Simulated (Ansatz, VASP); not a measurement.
Os in VASP and in Ansatz

```
Os
1.0
     2.71752    0.00000    0.00000
    -1.35876    2.35345    0.00000
     0.00000    0.00000    4.28446
Os
2
Direct
  0.33333 0.66667 0.25000
  0.66667 0.33333 0.75000
```

Alike in both runs: task single point; functional LDA; k mesh 8 × 8 × 5; occupations fermi-dirac, width 0.1 eV; no spin polarisation.

```csv
,VASP,Ansatz
version,VASP 6.6.1,Ansatz 0.2.0
potentials or method,"VASP PAW LDA potentials, release 64 (Os), cutoff 520 eV","plane waves (420 eV) with PAW, scalar-relativistic"
valence electrons in the cell,16,32
```

|  | VASP | Ansatz | Ansatz less VASP |
| --- | --- | --- | --- |
| pressure (GPa) | 0.5 | -0.5 | -0.99 |
| traceless stress, the component that is largest in VASP (GPa) | 1.03 | 1.17 | +0.136 |

Ansatz warns that its potentials were made for another functional, while VASP's fit it. LDA's correlation is that of Perdew and Zunger in VASP and of Perdew and Wang (1992) in Ansatz. VASP's potentials hold 16 valence electrons a cell and Ansatz's 32, so a difference there can come from the potentials and not from the codes.

Spin-orbit coupling is off throughout.
